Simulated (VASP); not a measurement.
Input of a VASP 6.6.1 run:

Contents of INCAR:

```
PREC = Accurate
ENCUT = 520
EDIFF = 1E-6
ISMEAR = 0
SIGMA = 0.01
LREAL = False
LASPH = True
NELM = 60
ALGO = Normal
ISIF = 2
LWAVE = False
LCHARG = False
GGA = PE
NBANDS = 24
```

File KPOINTS:

```
Automatic mesh
0
Gamma
  6 6 4
```

POSCAR

```
RbBr
1.0
    4.8535110663      0.0000000000      0.0000000000
   -2.4267555331      4.2032638809      0.0000000000
    0.0000000000      0.0000000000      8.5020177377
Rb Br
2 2
Direct
    0.0000000000      0.0000000000      0.0000000000
    0.0000000000      0.0000000000      0.5000000000
    0.3333333333      0.6666666667      0.2500000000
    0.6666666667      0.3333333333      0.7500000000
```

Potentials or basis: VASP PAW PBE potentials, release 64 (Rb_sv, Br).

The run is started by

```console
$ cat potpaw_PBE.64/Rb_sv/POTCAR potpaw_PBE.64/Br/POTCAR > POTCAR
$ mpirun -np 1 vasp_std > vasp.out
```

(1) Estimate the band gap on the k mesh.

(2) Predict the pressure.

## Answers

(1) 4.13 eV, direct.

(2) 0.0 GPa.
